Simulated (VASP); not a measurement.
Set up this calculation in VASP 6.6.1, as the native input.

| Quantity | Value |
| --- | --- |
| Task | single point |
| Functional | PBE |
| Potentials or basis | VASP PAW PBE potentials, release 64 (Pt) |
| Cutoff | 520 eV |
| k mesh | 16 × 16 × 15 |
| Occupations | fermi-dirac, width 0.08 eV |
| Spin | no spin polarisation |
| Dipole correction | no |
| Further INCAR settings | ALGO = Normal; EDIFF = 1e-06; NBANDS = 11 |

The structure of Pt lies in POSCAR:

```
Pt
1.0
    2.6230787121      0.0000000000      0.0000000000
   -1.3115393560      2.2716528008      0.0000000000
    0.0000000000      0.0000000000      2.5995363311
Pt
1
Direct
    0.0000000000      0.0000000000      0.0000000000
```

These files were run (other wordings do the same):

INCAR

```
SYSTEM = Pt
PREC = Accurate
ENCUT = 520
EDIFF = 1E-6
ISMEAR = -1
SIGMA = 0.08
LREAL = .FALSE.
LASPH = .TRUE.
NELM = 100
ALGO = Normal
ISIF = 2
LWAVE = .FALSE.
LCHARG = .TRUE.
GGA = PE
LELF = .TRUE.
LVHAR = .TRUE.
NBANDS = 11
```

KPOINTS

```
regular mesh
0
G
  16 16 15
  0 0 0
```

Potentials or basis: VASP PAW PBE potentials, release 64 (Pt).

The run is started by

```sh
$ cat potpaw_PBE.64/Pt/POTCAR > POTCAR
$ mpirun -np 1 vasp_std > vasp.out
```

Results of the run:

```
Pressure               : 21.7 GPa
Band gap on the k mesh : zero (band 5 reaches 12.34 eV, above the bottom of band 6 at 9.16 eV)
```

Caveat: spin-orbit coupling is left out, which moves the levels of the heavy elements.

Run time: 19 s on 1 thread of AMD EPYC 9R45 96-Core Processor (Zen 5), with other jobs on the host, peak memory 0.13 GiB.
